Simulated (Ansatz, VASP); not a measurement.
**BAs in VASP and in Ansatz**

```
B As
1.0
     3.36586    0.00000    0.00000
    -1.68293    2.91492    0.00000
     0.00000    0.00000    8.74459
B As
2 2
Direct
  0.33333 0.66667 0.25000
  0.66667 0.33333 0.75000
  0.66667 0.33333 0.25000
  0.33333 0.66667 0.75000
```

Alike in both runs: task single point; functional PBEsol; k mesh 6 × 6 × 2; no spin polarisation.

|  | VASP | Ansatz |
| --- | --- | --- |
| version | VASP 6.6.1 | Ansatz 0.2.0 |
| potentials or method | VASP PAW PBE potentials, release 64 (B, As_d) | plane waves, PAW |
| plane-wave cutoff (eV) | 560 | 420 |
| occupations | gaussian, width 0.01 eV | fixed |
| valence electrons in the cell | 36 | 36 |

```csv
,VASP,Ansatz,Ansatz less VASP
gap on the k mesh at the Fermi level (eV),0.72,0.72,-0.002
pressure (GPa),-0.4,-0.3,+0.13
"traceless stress, the component that is largest in VASP (GPa)",0.21,0.09,-0.121
```

VASP's potentials were made for PBE, not for PBEsol.
